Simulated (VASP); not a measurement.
Write the native input for VASP 6.6.1 that does the following.

```yaml
Task: single point
Functional: PBEsol
Potentials_or_basis: VASP PAW PBE potentials, release 64 (Co, Si)
Cutoff: 520 eV
k_mesh: 18 × 18 × 18
Occupations: gaussian, width 0.15 eV
Spin: no spin polarisation
Dipole_correction: no
Further_INCAR_settings: ALGO = Normal; EDIFF = 1e-06; NBANDS = 16
```

The structure of CoSi2 lies in POSCAR:

```
CoSi2
1.0
    0.0000000000      2.5731910673      2.8305101740
    2.5731910673      0.0000000000      2.8305101740
    2.5731910673      2.5731910673      0.0000000000
Co Si
1 2
Direct
    0.0000000000      0.0000000000      0.0000000000
    0.2500000000      0.2500000000      0.2500000000
    0.7500000000      0.7500000000      0.7500000000
```

This cell differs from its parent crystal: ratio of the length along z to the lengths across it x 1.1, volume and fractional coordinates fixed.

One way to write it, as run:

INCAR

```
SYSTEM = CoSi2
  ALGO = Normal
  EDIFF = 1E-6
  ENCUT = 520
  GGA = PS
  ISIF = 2
  ISMEAR = 0
  LASPH = .True.
  LCHARG = .True.
  LELF = .True.
  LREAL = .False.
  LVHAR = .True.
  LWAVE = .False.
  NBANDS = 16
  NELM = 100
  PREC = Accurate
  SIGMA = 0.15
```

KPOINTS

```
k-points
0
Gamma
  18 18 18
  0 0 0
```

Potentials or basis: VASP PAW PBE potentials, release 64 (Co, Si).

Launch:

```sh
$ cat potpaw_PBE.64/Co/POTCAR potpaw_PBE.64/Si/POTCAR > POTCAR
$ mpirun -np 1 vasp_std > vasp.out
```

It gave:

```
Pressure : 0.6 GPa
```

Caveat: the PAW data sets were made with another functional, which shifts forces and pressure a little.

Run time: 110 s on 1 thread of Intel(R) Xeon(R) 6975P-C (Granite Rapids), with other jobs on the host, peak memory 0.39 GiB.
